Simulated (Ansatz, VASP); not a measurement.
# Si in VASP and in Ansatz

The input POSCAR:

```
Si
1.0
    2.6205428149      0.0000000000      0.0000000000
   -1.3102714075      2.2694566494      0.0000000000
    0.0000000000      0.0000000000      2.2813778108
Si
1
Direct
    0.0000000000      0.0000000000      0.0000000000
```

The input INCAR.step1:

```
  ALGO = Normal
  EDIFF = 1E-4
  ENCUT = 520
  GGA = PE
  ISMEAR = 0
  LASPH = T
  LCHARG = F
  LREAL = F
  LWAVE = T
  NBANDS = 8
  NELM = 80
  PREC = Accurate
  SIGMA = 0.15
```

The input INCAR.step2:

```
  ALGO = Normal
  EDIFF = 1E-6
  ENCUT = 520
  ISIF = 2
  ISMEAR = 0
  ISTART = 1
  LASPH = T
  LCHARG = T
  LELF = T
  LMIXTAU = T
  LREAL = F
  LVHAR = T
  LWAVE = F
  METAGGA = R2SCAN
  NBANDS = 8
  NELM = 80
  PREC = Accurate
  SIGMA = 0.15
```

File KPOINTS:

```
k-points
0
Gamma
  24 24 20
```

Input for Ansatz:

```yaml
crystal:
  lattice:
    - [2.6205428149, 0.0, 0.0]
    - [-1.3102714075, 2.2694566494, 0.0]
    - [0.0, 0.0, 2.2813778108]
  atoms:
    - { symbol: Si, position: [0.0, 0.0, 0.0] }
basis:
  ecutwfc: 500
kpoints:
  mp_grid: { grid: [24, 24, 20] }
hamiltonian:
  xc: r2scan
scf:
  occupations: { method: gaussian, width: 0.15 }
output:
  forces: true
  stress: true
  eigenvalues: true
```

Change from the starting cell: strain -0.0750 x Voigt [0, 0, 1, 0, 0, 0], atoms carried along.

Alike in both runs: task single point; functional r2SCAN; k mesh 24 × 24 × 20; occupations gaussian, width 0.15 eV; no spin polarisation.

|  | VASP | Ansatz |
| --- | --- | --- |
| version | VASP 6.6.1 | Ansatz 0.2.0 |
| potentials or method | VASP PAW PBE potentials, release 64 (Si), cutoff 520 eV | scalar-relativistic, plane waves, PAW |
| valence electrons in the cell | 4 | 4 |

VASP gave:

| Quantity | Value |
| --- | --- |
| gap on the k mesh at the Fermi level (eV) | none |
| pressure (GPa) | 16.3 |
| traceless stress, the component that is largest in VASP (GPa) | 18.17 |

Question: What did Ansatz give for the same quantities?

Answer: gap on the k mesh at the Fermi level (eV): none; pressure (GPa): 16.5; traceless stress, the component that is largest in VASP (GPa): 18.39.

VASP's potentials were made for PBE, not for r2SCAN. A gap of «none» marks a metal or a gap that the smearing closes.
